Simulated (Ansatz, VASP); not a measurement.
# Two plane-wave programs on Ge

```
Ge
1.0
     2.70997    0.00000    0.00000
     0.00000    2.70997    0.00000
     0.00000    0.00000    2.70997
Ge
1
Direct
  0.00000 0.00000 0.00000
```

Alike in both runs: functional PBE; k mesh 15 × 15 × 15; occupations fermi-dirac, width 0.05 eV; no spin polarisation.

Ansatz relaxed the structure, and its values are those at the end. VASP's run is a single point on that final structure, the one shown.

|  | VASP | Ansatz |
| --- | --- | --- |
| version | VASP 6.6.1 | Ansatz 0.2.0 |
| potentials or method | VASP PAW PBE potentials, release 64 (Ge_d) | PAW with Ansatz's default frozen-core files, scalar-relativistic |
| plane-wave cutoff (eV) | 520 | 420 |
| valence electrons in the cell | 14 | 14 |

```tsv
	VASP	Ansatz	Ansatz less VASP
pressure (GPa)	-0.1	0.0	+0.08
```

With one functional, cell and mesh, what is left measures potentials, basis and numerics.
